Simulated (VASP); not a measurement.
# ZnS (R3m) in VASP: notebook

Runs on ZnS. Level: PBEsol. Tasks: electric field gradients.

Program: VASP 6.6.1. These are calculated values, not measurements. Logs are shortened: lines on timing, memory, paths and dates and some standing lists are left out, and cuts for length are marked.

**1. The cell of the first run**

It takes space group R3m (No. 160, trigonal). The conventional cell has a = 3.882 Å, b = 3.882 Å, c = 9.088 Å, α = 90.00°, β = 90.00°, γ = 120.00°. Zn (site symmetry 3m) has 4 S at 2.27 to 2.37 Å within 3.0 Å. Within 3.0 Å of S (site symmetry 3m) lie 4 Zn at 2.27 to 2.37 Å.

**2. Electric field gradients, PBEsol (equal xy, yz and zx shear strains of -3 %)**

File INCAR:

```
PREC = Accurate
ENCUT = 520
EDIFF = 1E-8
ISMEAR = -1
SIGMA = 0.01
LREAL = False
LASPH = True
NELM = 60
ALGO = Normal
ISIF = 2
LWAVE = False
LCHARG = False
GGA = PS
LEFG = True
NBANDS = 16
```

File KPOINTS:

```
regular mesh
0
Gamma
  8 8 8
```

File POSCAR:

```
ZnS
1.0
   -0.0811395000      2.6640802500      2.6640802500
    2.6640802500     -0.0811395000      2.6640802500
    2.6640802500      2.6640802500     -0.0811395000
Zn S
1 1
Direct
    0.0000000000      0.0000000000      0.0000000000
    0.7500000000      0.7500000000      0.7500000000
```

Potentials or basis: VASP PAW PBE potentials, release 64 (Zn, S).

Launch:

```sh
cat potpaw_PBE.64/Zn/POTCAR potpaw_PBE.64/S/POTCAR > POTCAR
mpirun -np 1 vasp_std > vasp.out
```

OUTCAR:

```text
PREC = Accurate
   ENCUT = 520
   EDIFF = 1E-8
   ISMEAR = -1
   LREAL = False
   LASPH = True
   NELM = 60
   ISIF = 2
   GGA = PS

 ion  position               nearest neighbor table
   1  0.000  0.000  0.000-   2 2.27   2 2.37   2 2.37   2 2.37
   2  0.750  0.750  0.750-   1 2.27   1 2.37   1 2.37   1 2.37

  LATTYP: Found a trigonal (rhomboedric) cell.
 ALAT       =     3.7684520397
 COS(alpha) =     0.4693254694

  Lattice vectors:

 A1 = (  -0.0811395000,   2.6640802500,   2.6640802500)
 A2 = (   2.6640802500,  -0.0811395000,   2.6640802500)
 A3 = (   2.6640802500,   2.6640802500,  -0.0811395000)

Analysis of symmetry for initial positions (statically):
=====================================================================
 Subroutine PRICEL returns:
 Original cell was already a primitive cell.

 Routine SETGRP: Setting up the symmetry group for a
 trigonal (rhombohedral) supercell.

 Subroutine GETGRP returns: Found  6 space group operations
 (whereof  6 operations were pure point group operations)
 out of a pool of 12 trial point group operations.

The static configuration has the point symmetry C_3v.

Analysis of symmetry for dynamics (positions and initial velocities):
=====================================================================
 Subroutine PRICEL returns:
 Original cell was already a primitive cell.

 Routine SETGRP: Setting up the symmetry group for a
 trigonal (rhombohedral) supercell.

 Subroutine GETGRP returns: Found  6 space group operations
 (whereof  6 operations were pure point group operations)
 out of a pool of 12 trial point group operations.

The dynamic configuration has the point symmetry C_3v.

 Subroutine INISYM returns: Found  6 space group operations
 (whereof  6 operations are pure point group operations),
 and found     1 'primitive' translations

----------------------------------------------------------------------------------------

                                     Primitive cell

  volume of cell :      39.5428

  direct lattice vectors                    reciprocal lattice vectors
    -0.081139500  2.664080250  2.664080250    -0.179318264  0.184951299  0.184951299
[... 124 lines left out ...]

 Free energy of the ion-electron system (eV)
  ---------------------------------------------------
  ext. energy  EPLUGINS =         0.00000000
  ---------------------------------------------------
  free energy    TOTEN  =        -7.55902838 eV

  energy without entropy =       -7.55902838  energy(sigma->0) =       -7.55902838

 E-fermi :   2.3279     XC(G=0):  -9.8382

 val. band max:        2.0802103557   @ k =   0.0000   0.0000   0.0000
 cond. band min:       3.9380493749   @ k =   0.0000   0.0000   0.0000
 fundamental gap:      1.8578390192
 Fermi energy:         2.3279353925

 k-point     1 :       0.0000    0.0000    0.0000
  band No.  band energies     occupation
      1     -11.1525      2.00000
      2      -4.4009      2.00000
      3      -4.3643      2.00000
      4      -4.3643      2.00000
      5      -3.8781      2.00000
      6      -3.8781      2.00000
[... 433 lines left out ...]
      3      -4.2699      2.00000
      4      -4.2316      2.00000
      5      -3.8988      2.00000
      6      -3.8450      2.00000
[... 8 lines left out ...]
     15      14.4870      0.00000
     16      15.3890      0.00000

 [... further k-points ...]

------------------------ aborting loop because EDIFF is reached ----------------------------------------

  FORCE on cell =-STRESS in cart. coord.  units (eV):
  Direction    XX          YY          ZZ          XY          YZ          ZX
  --------------------------------------------------------------------------------------
  -------------------------------------------------------------------------------------
  Total       -0.4159929     -0.4159929     -0.4159929      0.5293832      0.5293832      0.5293832
  in kB      -16.8550257    -16.8550257    -16.8550257     21.4493284     21.4493284     21.4493284
  external PRESSURE =     -16.8550257 kB  Pullay stress =       0.0000000 kB

 VOLUME and BASIS-vectors are now :
 -----------------------------------------------------------------------------
  energy-cutoff  :      520.00
  volume of cell :       39.54
      direct lattice vectors                 reciprocal lattice vectors
    -0.081139500  2.664080250  2.664080250    -0.179318264  0.184951299  0.184951299
     2.664080250 -0.081139500  2.664080250     0.184951299 -0.179318264  0.184951299
     2.664080250  2.664080250 -0.081139500     0.184951299  0.184951299 -0.179318264

 POSITION                                       TOTAL-FORCE (eV/Angst)
 -----------------------------------------------------------------------------------
      0.00000      0.00000      0.00000         0.188821      0.188821      0.188821
      3.93527      3.93527      3.93527        -0.188821     -0.188821     -0.188821
 -----------------------------------------------------------------------------------
    total drift:                                0.000104      0.000104      0.000104

  FREE ENERGIE OF THE ION-ELECTRON SYSTEM (eV)
  ---------------------------------------------------
  free  energy   TOTEN  =        -7.5590283839 eV

  energy  without entropy=       -7.5590283839  energy(sigma->0) =       -7.55902838

 Electric field gradients (V/A^2)
---------------------------------------------------------------------
 ion       V_xx      V_yy      V_zz      V_xy      V_xz      V_yz
---------------------------------------------------------------------
   1      -0.000     0.000    -0.000    -9.664    -9.664    -9.664
   2      -0.000     0.000     0.000    -4.731    -4.731    -4.731
---------------------------------------------------------------------

 Electric field gradients after diagonalization (V/A^2)
 (convention: |V_zz| > |V_xx| > |V_yy|)
----------------------------------------------------------------------
 ion       V_xx      V_yy      V_zz     asymmetry (V_yy - V_xx)/ V_zz
----------------------------------------------------------------------
   1       9.664     9.664   -19.327       0.000
   2       4.731     4.731    -9.463       0.000
----------------------------------------------------------------------

           NMR quadrupolar parameters

 Cq : quadrupolar parameter    Cq=e*Q*V_zz/h
 eta: asymmetry parameters     (V_yy - V_xx)/ V_zz
 Q  : nuclear electric quadrupole moment in mb (millibarn)
----------------------------------------------------------------------
 ion       Cq(MHz)       eta       Q (mb)
----------------------------------------------------------------------
   1      -0.047       0.000       1.000
   2      -0.023       0.000       1.000
----------------------------------------------------------------------
```

Run time: 22 s. Hardware: 1 thread of Intel Xeon 6975P-C (Granite Rapids), shared host; peak memory 0.17 GiB.

What came out:

```yaml
Free_energy: -7.5590 eV
Pressure: -1.7 GPa
Largest_force: 0.327 eV/Å
Band_gap_on_the_k_mesh: 1.86 eV, direct
```

Forces in eV/Å, atoms in the order of the input:
```
Zn   0.189  0.189  0.189
S   -0.189 -0.189 -0.189
```

Electric field gradients, principal values (V/Å²):
| atom | least | middle | greatest (by size) |
| --- | --- | --- | --- |
| 1 Zn | 9.664 | 9.664 | -19.327 |
| 2 S | 4.731 | 4.731 | -9.463 |

Caveat: the cell differs from its parent crystal (equal xy, yz and zx shear strains of -3 %); without QUAD_EFG the Cq values of the log hold for a quadrupole moment of 1 mb, not for the nuclei; the PAW data sets were made with another functional, which shifts forces and pressure a little.

[end of part 1 of 3]
